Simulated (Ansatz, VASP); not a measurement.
**ZnS3: VASP beside Ansatz**

Contents of INCAR:

```
PREC = Accurate ; ENCUT = 600
EDIFF = 1E-7 ; ISMEAR = 0
SIGMA = 0.1 ; LREAL = F
LASPH = T ; NELM = 80
ALGO = Normal ; ISIF = 3
LWAVE = F ; LCHARG = F
GGA = PE ; IBRION = 2
NSW = 100 ; EDIFFG = -0.01
```

Contents of KPOINTS:

```
Automatic mesh
0
Gamma
  12 12 12
```

The input POSCAR:

```
ZnS3
1.0
    0.0000000000      3.1807987342      3.1807987342
    3.1807987342      0.0000000000      3.1807987342
    3.1807987342      3.1807987342      0.0000000000
Zn S
1 3
Direct
    0.0000000000      0.0000000000      0.0000000000
    0.2500000000      0.2500000000      0.2500000000
    0.7500000000      0.7500000000      0.7500000000
    0.5000000000      0.5000000000      0.5000000000
```

Input for Ansatz:

```yaml
crystal:
  lattice:
    - [0.0, 3.1807987342, 3.1807987342]
    - [3.1807987342, 0.0, 3.1807987342]
    - [3.1807987342, 3.1807987342, 0.0]
  atoms:
    - { symbol: Zn, position: [0.0, 0.0, 0.0] }
    - { symbol: S, position: [0.25, 0.25, 0.25] }
    - { symbol: S, position: [0.75, 0.75, 0.75] }
    - { symbol: S, position: [0.5, 0.5, 0.5] }
basis:
  ecutwfc: 420
kpoints:
  mp_grid: { grid: [12, 12, 12] }
hamiltonian:
  xc: pbe
scf:
  occupations: { method: gaussian, width: 0.1 }
output:
  forces: true
  stress: true
  eigenvalues: true
  write_density: true
  write_potential: true
  elf: true
  volumetric_format: npy
relax:
  adjacent_minimum: "off"
  f_tol: 0.01
  max_steps: 80
  cell: { stress_tol: 0.05 }
```

Change from the starting cell: species swapped into the V3Mo type (Fm-3m, No. 225).

Alike in both runs: task relaxation of cell and atoms; functional PBE; k mesh 12 × 12 × 12; occupations gaussian, width 0.1 eV; no spin polarisation.

|  | VASP | Ansatz |
| --- | --- | --- |
| version | VASP 6.6.1 | Ansatz 0.2.0 |
| potentials or method | VASP PAW PBE potentials, release 64 (Zn, S), cutoff 600 eV | scalar-relativistic, plane waves, PAW |
| valence electrons in the cell | 30 | 30 |

|  | VASP | Ansatz | Ansatz less VASP |
| --- | --- | --- | --- |
| gap on the k mesh at the Fermi level, each at its own relaxed structure (eV) | none | none | - |
| relaxed volume (Å³/atom) | 16.09 | 16.09 | 0.000 |
| relaxed cell length with the largest relative difference (Å) | 4.498 | 4.498 | 0.0000 |

A gap of «none» marks a metal or a gap that the smearing closes.

Noted on VASP's run: the relaxation stopped at its first step, so nothing moved.
